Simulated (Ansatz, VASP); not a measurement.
**GaN: VASP beside Ansatz**

```xyz
2
Lattice="0.0000 2.2277 2.2277 2.2277 0.0000 2.2277 2.2277 2.2277 0.0000" Properties=species:S:1:pos:R:3 pbc="T T T"
Ga    0.0000    0.0000    0.0000
N     1.1139    1.1139    1.1139
```

Alike in both runs: task single point; functional LDA; k mesh 10 × 10 × 10; no spin polarisation.

|  | VASP | Ansatz |
| --- | --- | --- |
| version | VASP 6.6.1 | Ansatz 0.2.0 |
| potentials or method | VASP PAW LDA potentials, release 64 (Ga_d, N_h) | PAW with Ansatz's default frozen-core files, scalar-relativistic |
| plane-wave cutoff (eV) | 1330 | 420 |
| occupations | gaussian, width 0.01 eV | fixed |
| valence electrons in the cell | 18 | 18 |

```tsv
	VASP	Ansatz	Ansatz less VASP
gap on the k mesh at the Fermi level (eV)	1.97	1.95	-0.019
pressure (GPa)	1.0	0.0	-0.97
```

LDA's correlation is that of Perdew and Zunger in VASP and of Perdew and Wang (1992) in Ansatz.
